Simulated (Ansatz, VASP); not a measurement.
# CdSe: VASP beside Ansatz

The input INCAR:

```
PREC = Accurate ; ENCUT = 450
EDIFF = 1E-7 ; ISMEAR = 0
SIGMA = 0.02 ; LREAL = F
LASPH = T ; NELM = 120
ALGO = Normal ; ISIF = 2
LWAVE = F ; LCHARG = F
GGA = PS ; IBRION = 2
NSW = 60 ; EDIFFG = -0.002
GGA_COMPAT = F ; NELMIN = 4
```

File KPOINTS:

```
regular mesh
0
Gamma
  9 9 4
```

The input POSCAR:

```
CdSe
1.0
    4.2375823472      0.0000000000      0.0000000000
   -2.1187911736      3.6698539633      0.0000000000
    0.0000000000      0.0000000000      7.1167720466
Cd Se
2 2
Direct
    0.3333333333      0.6666666667      0.0031218297
    0.6666666667      0.3333333333      0.5031218297
    0.3333333333      0.6666666667      0.3728781703
    0.6666666667      0.3333333333      0.8728781703
```

Input for Ansatz:

```yaml
crystal:
  lattice:
    - [4.2375823464, 0.0, 0.0]
    - [-2.1187911732, 3.6698539626, 0.0]
    - [0.0, 0.0, 7.1167720047]
  atoms:
    - { symbol: Cd, position: [0.3333333333, 0.6666666667, 0.0031218302] }
    - { symbol: Cd, position: [0.6666666667, 0.3333333333, 0.5031218302] }
    - { symbol: Se, position: [0.3333333333, 0.6666666667, 0.3728781698] }
    - { symbol: Se, position: [0.6666666667, 0.3333333333, 0.8728781698] }
basis:
  ecutwfc: 600.0
kpoints:
  mp_grid: { grid: [9, 9, 4] }
hamiltonian:
  xc: pbesol
  pseudopotentials: { kind: paw, azcp: { folder: soft_1 } }
scf:
  occupations: { method: gaussian, width: 0.02 }
output:
  forces: true
  stress: true
  eigenvalues: true
relax:
  adjacent_minimum: "off"
  f_tol: 0.002
  max_steps: 40
```

Change from the starting cell: strained cell.

Alike in both runs: task relaxation of the atoms; functional PBEsol; k mesh 9 × 9 × 4; occupations gaussian, width 0.02 eV; no spin polarisation.

|  | VASP | Ansatz |
| --- | --- | --- |
| version | VASP 6.6.1 | Ansatz 0.2.0 |
| potentials or method | VASP PAW PBE potentials, release 64 (Cd, Se), cutoff 450 eV | scalar-relativistic, plane waves, PAW |
| valence electrons in the cell | 36 | 72 |

|  | VASP | Ansatz | Ansatz less VASP |
| --- | --- | --- | --- |
| gap on the k mesh at the Fermi level, each at its own relaxed structure (eV) | 0.51 | 0.51 | -0.001 |

VASP's potentials were made for PBE, not for PBEsol, and Ansatz warns of the same on its side. VASP's potentials hold 36 valence electrons a cell and Ansatz's 72, so a difference there can come from the potentials and not from the codes. Ansatz's warnings: stress scf threshold loose.
